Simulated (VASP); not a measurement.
# Ge (P6_3/mmc) in VASP: notebook

Runs on Ge. Level: PBE. Tasks: single point, relaxation of shape and atoms at fixed volume.

Everything below comes from runs of VASP 6.6.1. Logs are shortened: lines on timing, memory, paths and dates and some standing lists are left out, and cuts for length are marked.

**1. The cell of the first run**

Symmetry: P6_3/mmc, No. 194, hexagonal system. The conventional cell has a = 4.139 Å, b = 4.139 Å, c = 6.821 Å, α = 90.00°, β = 90.00°, γ = 120.00°. Ge (site symmetry 3m) has 4 Ge at 2.54 to 2.56 Å within 3.3 Å.

**2. Single point, PBE (volume scaled by 1.06, then relaxed in part)**

Contents of INCAR:

```
PREC = Accurate
ENCUT = 520
EDIFF = 1E-6
ISMEAR = 0
SIGMA = 0.1
LREAL = F
LASPH = T
NELM = 80
ALGO = Normal
ISIF = 2
LWAVE = F
LCHARG = T
GGA = PE
LELF = T
LVHAR = T
NBANDS = 36
```

Contents of KPOINTS:

```
Automatic mesh
0
Gamma
  12 12 6
```

Contents of POSCAR:

```
Ge
1.0
    4.1387279196      0.0000000000      0.0000000000
   -2.0693639598      3.5842435177      0.0000000000
    0.0000000000      0.0000000000      6.8205586991
Ge
4
Direct
    0.6666666667      0.3333333333      0.0626051574
    0.3333333333      0.6666666667      0.5626051574
    0.6666666667      0.3333333333      0.4373948426
    0.3333333333      0.6666666667      0.9373948426
```

Potentials or basis: VASP PAW PBE potentials, release 64 (Ge_d).

The run is started by

```sh
cat potpaw_PBE.64/Ge_d/POTCAR > POTCAR
mpirun -np 1 vasp_std > vasp.out
```

OUTCAR:

```text
PREC = Accurate
   ENCUT = 520
   EDIFF = 1E-6
   ISMEAR = 0
   LREAL = F
   LASPH = T
   NELM = 80
   ISIF = 2
   GGA = PE

 ion  position               nearest neighbor table
   1  0.667  0.333  0.063-   4 2.54   4 2.54   4 2.54   3 2.56
   2  0.333  0.667  0.563-   3 2.54   3 2.54   3 2.54   4 2.56
   3  0.667  0.333  0.437-   2 2.54   2 2.54   2 2.54   1 2.56
   4  0.333  0.667  0.937-   1 2.54   1 2.54   1 2.54   2 2.56

  LATTYP: Found a hexagonal cell.
 ALAT       =     4.1387279196
 C/A-ratio  =     1.6479843159

  Lattice vectors:

 A1 = (   4.1387279196,   0.0000000000,   0.0000000000)
 A2 = (  -2.0693639598,   3.5842435177,   0.0000000000)
 A3 = (   0.0000000000,   0.0000000000,   6.8205586991)

Analysis of symmetry for initial positions (statically):
=====================================================================
 Subroutine PRICEL returns:
 Original cell was already a primitive cell.

 Routine SETGRP: Setting up the symmetry group for a
 hexagonal supercell.

 Subroutine GETGRP returns: Found 24 space group operations
 (whereof 12 operations were pure point group operations)
 out of a pool of 24 trial point group operations.

The static configuration has the point symmetry D_3d.
 The point group associated with its full space group is D_6h.

Analysis of symmetry for dynamics (positions and initial velocities):
=====================================================================
 Subroutine PRICEL returns:
 Original cell was already a primitive cell.

 Routine SETGRP: Setting up the symmetry group for a
 hexagonal supercell.

 Subroutine GETGRP returns: Found 24 space group operations
 (whereof 12 operations were pure point group operations)
 out of a pool of 24 trial point group operations.

The dynamic configuration has the point symmetry D_3d.
 The point group associated with its full space group is D_6h.

 Subroutine INISYM returns: Found 24 space group operations
 (whereof 12 operations are pure point group operations),
 and found     1 'primitive' translations

----------------------------------------------------------------------------------------

                                     Primitive cell

  volume of cell :     101.1776

  direct lattice vectors                    reciprocal lattice vectors
     4.138727920  0.000000000  0.000000000     0.241620135  0.139499450  0.000000000
    -2.069363960  3.584243518  0.000000000     0.000000000  0.278998900  0.000000000
     0.000000000  0.000000000  6.820558699     0.000000000  0.000000000  0.146615555

  length of vectors
     4.138727920  4.138727920  6.820558699     0.278998900  0.278998900  0.146615555

  position of ions in fractional coordinates (direct lattice)
     0.666666667  0.333333333  0.062605157
     0.333333333  0.666666667  0.562605157
     0.666666667  0.333333333  0.437394843
     0.333333333  0.666666667  0.937394843

  ion indices of the primitive-cell ions
   primitive index   ion index
                 1           1
                 2           2
                 3           3
                 4           4

----------------------------------------------------------------------------------------

 KPOINTS: Automatic mesh

Automatic generation of k-mesh.
 Grid dimensions read from file:
 generate k-points for:   12   12    6

 Generating k-lattice:

  Cartesian coordinates                     Fractional coordinates (reciprocal lattice)
     0.020135011  0.011624954  0.000000000     0.083333333  0.000000000  0.000000000
     0.000000000  0.023249908  0.000000000     0.000000000  0.083333333  0.000000000
     0.000000000  0.000000000  0.024435926     0.000000000  0.000000000  0.166666667

  Length of vectors
     0.023249908  0.023249908  0.024435926

  Shift w.r.t. Gamma in fractional coordinates (k-lattice)
     0.000000000  0.000000000  0.000000000

 Subroutine IBZKPT returns following result:
 ===========================================

 Found     76 irreducible k-points:

 Following reciprocal coordinates:
            Coordinates               Weight
  0.000000  0.000000  0.000000      1.000000
  0.083333 -0.000000  0.000000      6.000000
  0.166667 -0.000000  0.000000      6.000000
  0.250000 -0.000000  0.000000      6.000000
  0.333333 -0.000000  0.000000      6.000000
  0.416667 -0.000000  0.000000      6.000000
[... 16 lines left out ...]
  0.250000 -0.000000  0.166667     12.000000
  0.333333 -0.000000  0.166667     12.000000
 [... further k-points ...]
   k-points           NKPTS =     76   k-points in BZ     NKDIM =     76   number of bands    NBANDS=     36
   number of dos      NEDOS =    301   number of ions     NIONS =      4
   total plane-waves  NPLWV =  55296
   dimension x,y,z NGX =    32 NGY =   32 NGZ =   54
   dimension x,y,z NGXF=    64 NGYF=   64 NGZF=  108
   ions per type =               4
   NGX,Y,Z   is equivalent  to a cutoff of  12.85, 12.85, 13.16 a.u.
   NGXF,Y,Z  is equivalent  to a cutoff of  25.71, 25.71, 26.32 a.u.
[... 39 lines left out ...]
   LEPSILON=     F    determine dielectric tensor
   LRPA    =     F    only Hartree local field effects (RPA)
 non-spin polarized calculation
 Gauss-broadening in eV      SIGMA  =   0.10
  energy-cutoff  :      520.00
  volume of cell :      101.18
 maximum number of plane-waves:      2758
 NGX is ok and might be reduce to    32
   NGX = 15   NGY = 15   NGZ = 25

 number of electron      56.0000021 magnetization

 Free energy of the ion-electron system (eV)
  ---------------------------------------------------
  ext. energy  EPLUGINS =         0.00000000
  ---------------------------------------------------
  free energy    TOTEN  =       -17.94601197 eV

  energy without entropy =      -17.94522134  energy(sigma->0) =      -17.94561666

 E-fermi :   4.0010     XC(G=0):  -9.4035

 val. band max:        3.9670159652   @ k =   0.0833  -0.0000   0.0000
 cond. band min:       4.0062149272   @ k =   0.0000   0.0000   0.3333
 fundamental gap:      0.0391989620
 Fermi energy:         4.0009986532

 k-point     1 :       0.0000    0.0000    0.0000
  band No.  band energies     occupation
      1     -20.7441      2.00000
      2     -20.7441      2.00000
      3     -20.7159      2.00000
      4     -20.7159      2.00000
      5     -20.7154      2.00000
      6     -20.7034      2.00000
[... 28 lines left out ...]
     35       8.3593      0.00000
     36       9.9877      0.00000

 k-point     2 :       0.0833   -0.0000    0.0000
  band No.  band energies     occupation
      1     -20.7476      2.00000
      2     -20.7453      2.00000
      3     -20.7187      2.00000
      4     -20.7178      2.00000
      5     -20.7158      2.00000
      6     -20.6990      2.00000
[... 28 lines left out ...]
     35       8.6330      0.00000
     36      10.3859      0.00000

 k-point     3 :       0.1667   -0.0000    0.0000
  band No.  band energies     occupation
      1     -20.7537      2.00000
      2     -20.7477      2.00000
      3     -20.7252      2.00000
      4     -20.7222      2.00000
      5     -20.7150      2.00000
      6     -20.6923      2.00000
[... 28 lines left out ...]
     35       9.3506      0.00000
     36       9.8533      0.00000

 k-point     4 :       0.2500   -0.0000    0.0000
  band No.  band energies     occupation
      1     -20.7579      2.00000
      2     -20.7500      2.00000
      3     -20.7321      2.00000
      4     -20.7266      2.00000
      5     -20.7120      2.00000
      6     -20.6870      2.00000
[... 28 lines left out ...]
     35       9.7604      0.00000
     36      10.3267      0.00000

 k-point     5 :       0.3333   -0.0000    0.0000
  band No.  band energies     occupation
      1     -20.7589      2.00000
      2     -20.7514      2.00000
      3     -20.7388      2.00000
      4     -20.7301      2.00000
      5     -20.7065      2.00000
      6     -20.6832      2.00000
[... 655 lines left out ...]
 k-point    22 :       0.1667   -0.0000    0.1667
  band No.  band energies     occupation
      1     -20.7517      2.00000
      2     -20.7464      2.00000
      3     -20.7246      2.00000
      4     -20.7243      2.00000
      5     -20.7171      2.00000
      6     -20.6932      2.00000
[... 28 lines left out ...]
     35       9.1654      0.00000
     36      10.2088      0.00000

 k-point    23 :       0.2500   -0.0000    0.1667
  band No.  band energies     occupation
      1     -20.7556      2.00000
      2     -20.7487      2.00000
      3     -20.7306      2.00000
      4     -20.7287      2.00000
      5     -20.7142      2.00000
      6     -20.6877      2.00000
[... 28 lines left out ...]
     35      10.0059      0.00000
     36      10.1103      0.00000

 k-point    24 :       0.3333   -0.0000    0.1667
  band No.  band energies     occupation
      1     -20.7564      2.00000
      2     -20.7502      2.00000
      3     -20.7369      2.00000
      4     -20.7318      2.00000
      5     -20.7087      2.00000
      6     -20.6837      2.00000
[... 28 lines left out ...]
     35      10.6205      0.00000
     36      11.0943      0.00000

 [... further k-points ...]
[... 5 lines left out ...]
  --------------------------------------------------------------------------------------
  -------------------------------------------------------------------------------------
  Total       -1.9457973     -1.9457973     -1.9433026      0.0000000      0.0000000      0.0000000
  in kB      -30.8122799    -30.8122799    -30.7727756      0.0000000      0.0000000      0.0000000
  external PRESSURE =     -30.7991118 kB  Pullay stress =       0.0000000 kB

 VOLUME and BASIS-vectors are now :
 -----------------------------------------------------------------------------
  energy-cutoff  :      520.00
  volume of cell :      101.18
      direct lattice vectors                 reciprocal lattice vectors
     4.138727920  0.000000000  0.000000000     0.241620135  0.139499450  0.000000000
    -2.069363960  3.584243518  0.000000000     0.000000000  0.278998900  0.000000000
     0.000000000  0.000000000  6.820558699     0.000000000  0.000000000  0.146615555

 POSITION                                       TOTAL-FORCE (eV/Angst)
 -----------------------------------------------------------------------------------
      2.06936      1.19475      0.42700        -0.000000      0.000000     -0.000831
     -0.00000      2.38950      3.83728         0.000000     -0.000000     -0.000831
      2.06936      1.19475      2.98328         0.000000      0.000000      0.000831
     -0.00000      2.38950      6.39356        -0.000000     -0.000000      0.000831
 -----------------------------------------------------------------------------------
    total drift:                               -0.000000      0.000000     -0.000000

  FREE ENERGIE OF THE ION-ELECTRON SYSTEM (eV)
  ---------------------------------------------------
  free  energy   TOTEN  =       -17.9460119740 eV

  energy  without entropy=      -17.9452213424  energy(sigma->0) =      -17.94561666
```

It took 2.3 min on 1 thread of Intel Xeon 6975P-C, shared host; peak memory 0.34 GiB.

Results:

| Property | Result |
| --- | --- |
| Free energy | -17.9460 eV |
| Pressure | -3.1 GPa |
| Band gap on the k mesh | zero (band 28 reaches 3.97 eV, above the bottom of band 29 at 3.96 eV) |

**3. Relaxation of shape and atoms at fixed volume, PBE (volume scaled by 1.10)**

Contents of INCAR:

```
SYSTEM = Ge
PREC     = Accurate       ! precision mode
ENCUT    = 600            ! plane-wave cutoff, eV
EDIFF    = 1E-6           ! SCF threshold, eV
ISMEAR   = 0              ! smearing method
SIGMA    = 0.1            ! smearing width, eV
LREAL    = .False.        ! projectors in reciprocal space
LASPH    = .True.         ! aspherical terms in the spheres
NELM     = 60             ! most SCF steps
ALGO     = Normal         ! electronic algorithm
ISIF     = 4              ! what is computed and relaxed
LWAVE    = .False.        ! write WAVECAR
LCHARG   = .False.        ! write CHGCAR
GGA      = PE             ! functional
IBRION   = 2              ! ionic algorithm
NSW      = 50             ! ionic steps
EDIFFG   = -0.01          ! ionic threshold
```

Contents of KPOINTS:

```
regular mesh
0
Gamma
  12 12 6
  0 0 0
```

Contents of POSCAR:

```
Ge
1.0
    4.1901459463      0.0000000000      0.0000000000
   -2.0950729732      3.6287728351      0.0000000000
    0.0000000000      0.0000000000      6.9052948007
Ge
4
Direct
    0.6666666667      0.3333333333      0.0626051574
    0.3333333333      0.6666666667      0.5626051574
    0.6666666667      0.3333333333      0.4373948426
    0.3333333333      0.6666666667      0.9373948426
```

Potentials or basis: VASP PAW PBE potentials, release 64 (Ge_d).

The run is started by

```sh
cat potpaw_PBE.64/Ge_d/POTCAR > POTCAR
mpirun -np 1 vasp_std > vasp.out
```

Run time: 2.7 min. Hardware: 1 thread of Intel Xeon Platinum 8559C (Emerald Rapids), shared host; peak memory 0.41 GiB.

The run converged. Its results:

```yaml
Free_energy: -17.8562 eV
Energy_gained_by_relaxing: 0.0 meV/atom
Ionic_steps: 2
Pressure_after_relaxing: -4.5 GPa
Band_gap_on_the_k_mesh: zero (band 28 reaches 3.65 eV, above the bottom of band 29 at 3.60 eV)
```

Final structure:
```cif
data_structure
_symmetry_space_group_name_H-M 'P 1'
_symmetry_Int_Tables_number 1
_cell_length_a 4.1903
_cell_length_b 4.1903
_cell_length_c 6.9049
_cell_angle_alpha 90.000
_cell_angle_beta 90.000
_cell_angle_gamma 120.000
_cell_volume 105.00
loop_
_atom_site_label
_atom_site_type_symbol
_atom_site_fract_x
_atom_site_fract_y
_atom_site_fract_z
_atom_site_occupancy
Ge1 Ge 0.66667 0.33333 0.06252 1
Ge2 Ge 0.33333 0.66667 0.56252 1
Ge3 Ge 0.66667 0.33333 0.43748 1
Ge4 Ge 0.33333 0.66667 0.93748 1
```

Levels at points of the mesh, in eV from the Fermi level:
```
           k point  band 24  band 25  band 26  band 27  band 28  band 29  band 30  band 31  band 32  band 33
(0.00, 0.00, 0.00)    -1.24    -1.24    -1.19    -0.39    -0.07     0.11     0.11     2.28     2.28     2.66
(0.50, 0.00, 0.00)    -6.44    -3.86    -2.59    -2.29    -1.21     0.68     1.27     3.59     3.67     4.06
(0.00, 0.00, 0.50)    -4.64    -0.70    -0.70    -0.70    -0.70     0.29     0.29     3.27     3.27     3.27
(0.50, 0.00, 0.50)    -7.36    -2.17    -2.17    -2.02    -2.02     0.47     0.47     2.23     2.23     5.71
```

**4. Relaxation of shape and atoms at fixed volume, PBE (volume scaled by 1.03)**

Contents of INCAR:

```
  PREC = Accurate
  ENCUT = 600
  EDIFF = 1E-7
  ISMEAR = 0
  SIGMA = 0.1
  LREAL = False
  LASPH = True
  NELM = 60
  ALGO = Normal
  ISIF = 4
  LWAVE = False
  LCHARG = False
  GGA = PE
  IBRION = 2
  NSW = 50
  EDIFFG = -0.01
```

Contents of KPOINTS:

```
regular mesh
0
Gamma
  12 12 6
```

Contents of POSCAR:

```
Ge
1.0
    4.0983390989      0.0000000000      0.0000000000
   -2.0491695494      3.5492657730      0.0000000000
    0.0000000000      0.0000000000      6.7587951732
Ge
4
Direct
    0.6666666667      0.3333333333      0.0627911823
    0.3333333333      0.6666666667      0.5627911823
    0.6666666667      0.3333333333      0.4372088177
    0.3333333333      0.6666666667      0.9372088177
```

The run is started by

```sh
cat potpaw_PBE.64/Ge_d/POTCAR > POTCAR
mpirun -np 1 vasp_std > vasp.out
```

Run time: 8.4 min. Hardware: 1 thread of Oxide Virtual Turin-like, shared host; peak memory 0.36 GiB.

It converged, with:

| Quantity | Value |
| --- | --- |
| Free energy | -17.9880 eV |
| Energy gained by relaxing | 0.0 meV/atom |
| Ionic steps | 2 |
| Pressure after relaxing | -1.7 GPa |
| Band gap on the k mesh | zero (band 28 reaches 4.22 eV, above the bottom of band 29 at 4.21 eV) |

Final structure:
```
CELL_PARAMETERS angstrom
4.09829 0.00000 0.00000
-2.04914 3.54922 0.00000
0.00000 0.00000 6.75897
ATOMIC_POSITIONS crystal
Ge 0.66667 0.33333 0.06271
Ge 0.33333 0.66667 0.56271
Ge 0.66667 0.33333 0.43729
Ge 0.33333 0.66667 0.93729
```

Levels at points of the mesh, in eV from the Fermi level:
| k point | band 25 | band 26 | band 27 | band 28 | band 29 | band 30 | band 31 | band 32 |
| --- | --- | --- | --- | --- | --- | --- | --- | --- |
| (0.00, 0.00, 0.00) | -1.36 | -0.66 | -0.26 | -0.13 | 0.10 | 0.10 | 2.27 | 2.27 |
| (0.50, 0.00, 0.00) | -4.20 | -2.81 | -2.53 | -1.33 | 0.61 | 1.44 | 3.58 | 3.68 |
| (0.00, 0.00, 0.50) | -0.79 | -0.79 | -0.79 | -0.79 | 0.46 | 0.46 | 3.31 | 3.31 |
| (0.50, 0.00, 0.50) | -2.35 | -2.35 | -2.21 | -2.21 | 0.49 | 0.49 | 2.18 | 2.18 |

**5. Relaxation of shape and atoms at fixed volume, PBE (volume scaled by 1.06)**

Contents of INCAR:

```
SYSTEM = Ge
PREC = Accurate
ENCUT = 600
EDIFF = 1E-6
ISMEAR = 0
SIGMA = 0.1
LREAL = .FALSE.
LASPH = .TRUE.
NELM = 60
ALGO = Normal
ISIF = 4
LWAVE = .FALSE.
LCHARG = .FALSE.
GGA = PE
IBRION = 2
NSW = 50
EDIFFG = -0.01
```

Contents of KPOINTS:

```
Automatic mesh
0
G
  12 12 6
  0 0 0
```

Contents of POSCAR:

```
Ge
1.0
    4.1377486232      0.0000000000      0.0000000000
   -2.0688743116      3.5833954222      0.0000000000
    0.0000000000      0.0000000000      6.8237875753
Ge
4
Direct
    0.6666666667      0.3333333333      0.0627911823
    0.3333333333      0.6666666667      0.5627911823
    0.6666666667      0.3333333333      0.4372088177
    0.3333333333      0.6666666667      0.9372088177
```

The run is started by

```sh
cat potpaw_PBE.64/Ge_d/POTCAR > POTCAR
mpirun -np 1 vasp_std > vasp.out
```

Wall time 5.3 min (1 thread of Oxide Virtual Turin-like, shared host); peak memory 0.36 GiB.

Results (log left out):

```
Free energy               : -17.9462 eV
Energy gained by relaxing : 0.0 meV/atom
Ionic steps               : 2
Pressure after relaxing   : -3.0 GPa
Band gap on the k mesh    : zero (band 28 reaches 3.97 eV, above the bottom of band 29 at 3.96 eV)
```

Stress tensor (GPa, compression positive):
```
-3.00  0.00  0.00
 0.00 -3.00  0.00
 0.00  0.00 -3.08
```

Final structure:
```xyz
4
Lattice="4.1379 0.0000 0.0000 -2.0689 3.5835 0.0000 0.0000 0.0000 6.8234" Properties=species:S:1:pos:R:3 pbc="T T T"
Ge    2.0689    1.1945    0.4275
Ge    0.0000    2.3890    3.8392
Ge    2.0689    1.1945    2.9842
Ge    0.0000    2.3890    6.3959
```

Levels at points of the mesh, in eV from the Fermi level:
```csv
k point,band 25,band 26,band 27,band 28,band 29,band 30,band 31,band 32
"(0.00, 0.00, 0.00)",-1.31,-0.89,-0.32,-0.10,0.11,0.11,2.28,2.28
"(0.50, 0.00, 0.00)",-4.05,-2.71,-2.42,-1.28,0.64,1.36,3.58,3.68
"(0.00, 0.00, 0.50)",-0.75,-0.75,-0.75,-0.75,0.38,0.38,3.29,3.29
"(0.50, 0.00, 0.50)",-2.27,-2.27,-2.13,-2.13,0.48,0.48,2.20,2.20
```

**6. The runs side by side**

```csv
task,cell,cutoff (eV),gap on the mesh (eV),pressure (GPa)
single point,"a = 4.139, b = 4.139, c = 6.821 Å, angles 90.0, 90.0, 120.0°, 4 atoms",520,none,-3.1
relaxation of shape and atoms at fixed volume,"relaxed from a = 4.190, b = 4.190, c = 6.905 Å, angles 90.0, 90.0, 120.0°, 4 atoms",600,none,-4.5
relaxation of shape and atoms at fixed volume,"relaxed from a = 4.098, b = 4.098, c = 6.759 Å, angles 90.0, 90.0, 120.0°, 4 atoms",600,none,-1.7
relaxation of shape and atoms at fixed volume,"relaxed from a = 4.138, b = 4.138, c = 6.824 Å, angles 90.0, 90.0, 120.0°, 4 atoms",600,none,-3.0
```

Alike in all rows: level PBE; potentials or basis VASP PAW PBE potentials, release 64 (Ge_d); no spin polarisation; k mesh 12 × 12 × 6; smearing gaussian 0.1 eV.

Absolute energies hang on the potentials; compare differences alone.
